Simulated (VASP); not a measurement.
# Ta2AlF3 (P4/mmm) in VASP: single point with PBE

Aim: the single point of Ta2AlF3 with PBE.

Everything below comes from runs of VASP 6.6.1. Logs are shortened: lines on timing, memory, paths and dates and some standing lists are left out, and cuts for length are marked.

## 1. The cell of the first run

The structure is tetragonal, space group P4/mmm (No. 123). The conventional cell has a = 2.942 Å, b = 2.942 Å, c = 12.104 Å, α = 90.00°, β = 90.00°, γ = 90.00°. Ta (site symmetry 4mm) has 8 F at 2.44 to 2.52 Å and 5 Ta at 2.85 to 2.94 Å within 3.2 Å. Within 4.0 Å of Al (site symmetry 4/mmm) lie 4 Al at 2.94 Å and 8 F at 3.94 Å. F (site symmetry 4/mmm) has 8 Ta at 2.52 Å and 6 F at 2.71 to 2.94 Å within 3.3 Å. Within 3.2 Å of F (site symmetry 4mm) lie 4 Ta at 2.44 Å and 5 F at 2.71 to 2.94 Å.

## 2. Single point, PBE

Input file POSCAR:

```
Ta2AlF3
1.0
    2.9421333025      0.0000000000      0.0000000000
    0.0000000000      2.9421333025      0.0000000000
    0.0000000000      0.0000000000     12.1041107954
Ta Al F
2 1 3
Direct
    0.5000000000      0.5000000000      0.8821170209
    0.5000000000      0.5000000000      0.1178829791
    0.5000000000      0.5000000000      0.5000000000
    0.0000000000      0.0000000000      0.0000000000
    0.0000000000      0.0000000000      0.7764673604
    0.0000000000      0.0000000000      0.2235326396
```

Input file INCAR.step1:

```
  ALGO = Normal
  EDIFF = 1E-7
  ENCUT = 520
  GGA = PE
  ISIF = 2
  ISMEAR = 0
  LASPH = T
  LCHARG = T
  LMAXMIX = 4
  LREAL = F
  LWAVE = F
  NBANDS = 32
  NELM = 100
  PREC = Accurate
  SIGMA = 0.1
```

Input file KPOINTS.step1:

```
k-points
0
Gamma
  14 14 4
```

Input file INCAR.step2:

```
  ALGO = Normal
  EDIFF = 1E-7
  ENCUT = 520
  GGA = PE
  ICHARG = 11
  ISIF = 2
  ISMEAR = -5
  LASPH = T
  LCHARG = F
  LMAXMIX = 4
  LORBIT = 10
  LREAL = F
  LWAVE = F
  NEDOS = 1001
  NELM = 100
  PREC = Accurate
  SIGMA = 0.1
```

Input file KPOINTS.step2:

```
k-points
0
Gamma
  21 21 6
```

Potentials or basis: VASP PAW PBE potentials, release 64 (Ta_pv, Al, F).

Run with:

```sh
$ cat potpaw_PBE.64/Ta_pv/POTCAR potpaw_PBE.64/Al/POTCAR potpaw_PBE.64/F/POTCAR > POTCAR
$ cp INCAR.step1 INCAR
$ cp KPOINTS.step1 KPOINTS
$ mpirun -np 1 vasp_std > vasp.out
$ cp INCAR.step2 INCAR
$ cp KPOINTS.step2 KPOINTS
$ mpirun -np 1 vasp_std > vasp.out
```

OUTCAR:

```text
EDIFF = 1E-7
   ENCUT = 520
   GGA = PE
   ICHARG = 11
   ISIF = 2
   ISMEAR = -5
   LASPH = T
   LORBIT = 10
   LREAL = F
   NELM = 100
   PREC = Accurate

 ion  position               nearest neighbor table
   1  0.500  0.500  0.882-   5 2.44   5 2.44   5 2.44   5 2.44   4 2.52   4 2.52   4 2.52   4 2.52
                             2 2.85
   2  0.500  0.500  0.118-   6 2.44   6 2.44   6 2.44   6 2.44   4 2.52   4 2.52   4 2.52   4 2.52
                             1 2.85
   3  0.500  0.500  0.500-
   4  0.000  0.000  0.000-   1 2.52   2 2.52   1 2.52   2 2.52   1 2.52   2 2.52   1 2.52   2 2.52

   5  0.000  0.000  0.776-   1 2.44   1 2.44   1 2.44   1 2.44
   6  0.000  0.000  0.224-   2 2.44   2 2.44   2 2.44   2 2.44

  LATTYP: Found a simple tetragonal cell.
 ALAT       =     2.9421333025
 C/A-ratio  =     4.1140592729

  Lattice vectors:

 A1 = (   2.9421333025,   0.0000000000,   0.0000000000)
 A2 = (   0.0000000000,   2.9421333025,   0.0000000000)
 A3 = (   0.0000000000,   0.0000000000,  12.1041107954)

Analysis of symmetry for initial positions (statically):
=====================================================================
 Subroutine PRICEL returns:
 Original cell was already a primitive cell.

 Routine SETGRP: Setting up the symmetry group for a
 simple tetragonal supercell.

 Subroutine GETGRP returns: Found 16 space group operations
 (whereof 16 operations were pure point group operations)
 out of a pool of 16 trial point group operations.

The static configuration has the point symmetry D_4h.

Analysis of symmetry for dynamics (positions and initial velocities):
=====================================================================
 Subroutine PRICEL returns:
 Original cell was already a primitive cell.

 Routine SETGRP: Setting up the symmetry group for a
 simple tetragonal supercell.

 Subroutine GETGRP returns: Found 16 space group operations
 (whereof 16 operations were pure point group operations)
 out of a pool of 16 trial point group operations.

The dynamic configuration has the point symmetry D_4h.

 Subroutine INISYM returns: Found 16 space group operations
 (whereof 16 operations are pure point group operations),
 and found     1 'primitive' translations

----------------------------------------------------------------------------------------

                                     Primitive cell

  volume of cell :     104.7750

  direct lattice vectors                    reciprocal lattice vectors
     2.942133302  0.000000000  0.000000000     0.339889426  0.000000000  0.000000000
     0.000000000  2.942133302  0.000000000     0.000000000  0.339889426  0.000000000
     0.000000000  0.000000000 12.104110795     0.000000000  0.000000000  0.082616560

  length of vectors
     2.942133302  2.942133302 12.104110795     0.339889426  0.339889426  0.082616560

  position of ions in fractional coordinates (direct lattice)
     0.500000000  0.500000000  0.882117021
     0.500000000  0.500000000  0.117882979
     0.500000000  0.500000000  0.500000000
     0.000000000  0.000000000  0.000000000
     0.000000000  0.000000000  0.776467360
     0.000000000  0.000000000  0.223532640

  ion indices of the primitive-cell ions
   primitive index   ion index
                 1           1
                 2           2
                 3           3
                 4           4
                 5           5
                 6           6

----------------------------------------------------------------------------------------

 KPOINTS: k-points

Automatic generation of k-mesh.
 Grid dimensions read from file:
 generate k-points for:   21   21    6

 Generating k-lattice:

  Cartesian coordinates                     Fractional coordinates (reciprocal lattice)
     0.016185211  0.000000000  0.000000000     0.047619048  0.000000000  0.000000000
     0.000000000  0.016185211  0.000000000     0.000000000  0.047619048  0.000000000
     0.000000000  0.000000000  0.013769427     0.000000000  0.000000000  0.166666667

  Length of vectors
     0.016185211  0.016185211  0.013769427

  Shift w.r.t. Gamma in fractional coordinates (k-lattice)
     0.000000000  0.000000000  0.000000000

 TETIRR: Found   3963 inequivalent tetrahedra from    15876

 Subroutine IBZKPT returns following result:
 ===========================================

 Found    264 irreducible k-points:

 Following reciprocal coordinates:
            Coordinates               Weight
  0.000000  0.000000  0.000000      1.000000
  0.047619  0.000000  0.000000      4.000000
  0.095238  0.000000  0.000000      4.000000
  0.142857  0.000000  0.000000      4.000000
  0.190476  0.000000  0.000000      4.000000
  0.238095  0.000000  0.000000      4.000000
[... 16 lines left out ...]
  0.142857  0.095238  0.000000      8.000000
  0.190476  0.095238  0.000000      8.000000
 [... further k-points ...]
   k-points           NKPTS =    264   k-points in BZ     NKDIM =    264   number of bands    NBANDS=     27
   number of dos      NEDOS =   1001   number of ions     NIONS =      6
   total plane-waves  NPLWV =  51840
   dimension x,y,z NGX =    24 NGY =   24 NGZ =   90
   dimension x,y,z NGXF=    48 NGYF=   48 NGZF=  180
   ions per type =               2   1   3
   NGX,Y,Z   is equivalent  to a cutoff of  13.56, 13.56, 12.36 a.u.
   NGXF,Y,Z  is equivalent  to a cutoff of  27.12, 27.12, 24.72 a.u.
 SYSTEM =  unknown system
   PREC   = accura    normal or accurate (medium, high low for compatibility)
   ISTART =      0    job   : 0-new  1-cont  2-samecut
   ICHARG =     11    charge: 1-file 2-atom 10-const
   ISPIN  =      1    spin polarized calculation?
   LNONCOLLINEAR =      F non collinear calculations
   LSORBIT =      F    spin-orbit coupling
   LASPH  =      T    aspherical Exc in radial PAW
   ENCUT  =  520.0 eV  38.22 Ry    6.18 a.u.   5.47  5.47 22.51*2*pi/ulx,y,z
   NELM   =    100;   NELMIN=  2; NELMDL=  0     # of ELM steps
   EDIFF  = 0.1E-06   stopping-criterion for ELM
   LREAL  =      F    real-space projection
   EDIFFG = 0.1E-05   stopping-criterion for IOM
   NSW    =      0    number of steps for IOM
   IBRION =     -1    ionic relax: 0-MD 1-quasi-New 2-CG
   NFREE  =      0    steps in history (QN), initial steepest desc. (CG)
   ISIF   =      2    stress and relaxation
   ISYM   =      2    0-nonsym 1-usesym 2-fastsym
   POTIM  = 0.5000    time-step for ionic-motion
   TEBEG  =    0.0;   TEEND  =   0.0 temperature during run
   PSTRESS=    0.0 pullay stress
   NELECT =      46.0000    total number of electrons
   NUPDOWN=      -1.0000    fix difference up-down
   EMIN   =  10.00;   EMAX   =-10.00  energy-range for DOS
   EFERMI =   0.00;   METHOD = LEGACY
   ISMEAR =    -5;   SIGMA  =   0.10  broadening in eV -4-tet -1-fermi 0-gaus
   EFERMI_NEDOS =   21; number of points for ismear=-14 and -15
   IALGO  =     38    algorithm
   IMIX   =      4    mixing-type and parameters
     AMIX     =   0.40;   BMIX     =  1.00
     AMIX_MAG =   1.60;   BMIX_MAG =  1.00
  volume/ion in A,a.u.               =      17.46       117.84
  Fermi-wavevector in a.u.,A,eV,Ry     =   1.244252  2.351295 21.064027  1.548162
  Thomas-Fermi vector in A             =   2.378527
   LORBIT       =     10    0 simple, 1 ext, 2 COOP (PROOUT), +10 PAW based schemes
   GGA     = PE    functional components
   LHFCALC =     F    Hartree Fock is set to
   AEXX    =    0.0000 exact exchange contribution
   IVDW    =     0    specifies the selected vdW correction
   LEPSILON=     F    determine dielectric tensor
   LRPA    =     F    only Hartree local field effects (RPA)
 non-spin polarized calculation
 Fermi weights with tetrahedron method with Bloechl corrections
  energy-cutoff  :      520.00
  volume of cell :      104.77
 maximum number of plane-waves:      2864
 NGX is ok and might be reduce to    24

 number of electron      45.9999968 magnetization

 Free energy of the ion-electron system (eV)
  ---------------------------------------------------
  ext. energy  EPLUGINS =         0.00000000
  ---------------------------------------------------
  free energy    TOTEN  =       -35.74078899 eV

  energy without entropy =      -35.74078899  energy(sigma->0) =      -35.74078899

 E-fermi :   4.0438     XC(G=0):  -9.7382

 val. band max:        4.0542185103   @ k =   0.3810   0.1905   0.0000
 cond. band min:       4.0368420829   @ k =   0.2381   0.1429   0.3333
 fundamental gap:     -0.0173764274
 Fermi energy:         4.0438474012

 k-point     1 :       0.0000    0.0000    0.0000
  band No.  band energies     occupation
      1     -31.9707      2.00000
      2     -31.5433      2.00000
      3     -31.4827      2.00000
      4     -31.4827      2.00000
      5     -31.4433      2.00000
      6     -31.4433      2.00000
[... 19 lines left out ...]
     26       5.8206      0.00000
     27       6.3147      0.00000

 k-point     2 :       0.0476    0.0000    0.0000
  band No.  band energies     occupation
      1     -31.9680      2.00000
      2     -31.5418      2.00000
      3     -31.4990      2.00000
      4     -31.4814      2.00000
      5     -31.4581      2.00000
      6     -31.4421      2.00000
[... 652 lines left out ...]
 k-point    24 :       0.1905    0.0952    0.0000
  band No.  band energies     occupation
      1     -31.9233      2.00000
      2     -31.7035      2.00000
      3     -31.6512      2.00000
      4     -31.5235      2.00000
      5     -31.5105      2.00000
      6     -31.4804      2.00000
[... 19 lines left out ...]
     26       4.6710      0.00000
     27       5.8088      0.00000

 [... further k-points ...]

------------------------ aborting loop because EDIFF is reached ----------------------------------------

  FORCE on cell =-STRESS in cart. coord.  units (eV):
  Direction    XX          YY          ZZ          XY          YZ          ZX
  --------------------------------------------------------------------------------------
  -------------------------------------------------------------------------------------
  Total       -0.5996312     -0.5996312      0.6092826      0.0000000     -0.0000000      0.0000000
  in kB       -9.1693223     -9.1693223      9.3169068      0.0000000     -0.0000000      0.0000000
  external PRESSURE =      -3.0072460 kB  Pullay stress =       0.0000000 kB

 VOLUME and BASIS-vectors are now :
 -----------------------------------------------------------------------------
  energy-cutoff  :      520.00
  volume of cell :      104.77
      direct lattice vectors                 reciprocal lattice vectors
     2.942133302  0.000000000  0.000000000     0.339889426  0.000000000  0.000000000
     0.000000000  2.942133302  0.000000000     0.000000000  0.339889426  0.000000000
     0.000000000  0.000000000 12.104110795     0.000000000  0.000000000  0.082616560

 POSITION                                       TOTAL-FORCE (eV/Angst)
 -----------------------------------------------------------------------------------
      1.47107      1.47107     10.67724        -0.000000      0.000000     -0.067473
      1.47107      1.47107      1.42687         0.000000     -0.000000      0.067473
      1.47107      1.47107      6.05206        -0.000000     -0.000000      0.000000
      0.00000      0.00000      0.00000        -0.000000     -0.000000      0.000000
      0.00000      0.00000      9.39845         0.000000     -0.000000     -0.012983
      0.00000      0.00000      2.70566        -0.000000     -0.000000      0.012983
 -----------------------------------------------------------------------------------
    total drift:                                0.000000     -0.000000     -0.000000

  FREE ENERGIE OF THE ION-ELECTRON SYSTEM (eV)
  ---------------------------------------------------
  free  energy   TOTEN  =       -35.7407889936 eV

  energy  without entropy=      -35.7407889936  energy(sigma->0) =      -35.74078899

 total charge

# of ion       s       p       d       tot
------------------------------------------
    1        0.313   6.054   2.371   8.738
    2        0.313   6.054   2.371   8.738
    3        0.515   0.221   0.000   0.736
    4        1.810   4.219   0.000   6.029
    5        1.748   4.289   0.000   6.037
    6        1.748   4.289   0.000   6.037
--------------------------------------------------
tot          6.446  25.126   4.743  36.315
```

Wall time 13 min (1 thread of AMD EPYC 7R13 (Zen 3), shared host); peak memory 0.69 GiB.

What came out:

| Property | Result |
| --- | --- |
| Valence electrons inside the program's atomic spheres | Ta 8.74; Al 0.74; F 6.03, 6.04 (each value once) |

Levels at points of the mesh, in eV from the Fermi level:
```csv
k point,band 20,band 21,band 22,band 23,band 24,band 25,band 26,band 27
"(0.00, 0.00, 0.00)",-3.71,-3.21,-2.77,-2.02,-1.33,-0.36,1.78,2.27
"(0.00, 0.00, 0.50)",-3.71,-3.21,-2.90,-2.06,-0.73,-0.67,1.12,2.27
```

Caveat: spin-orbit coupling is left out, which moves the levels of the heavy elements.
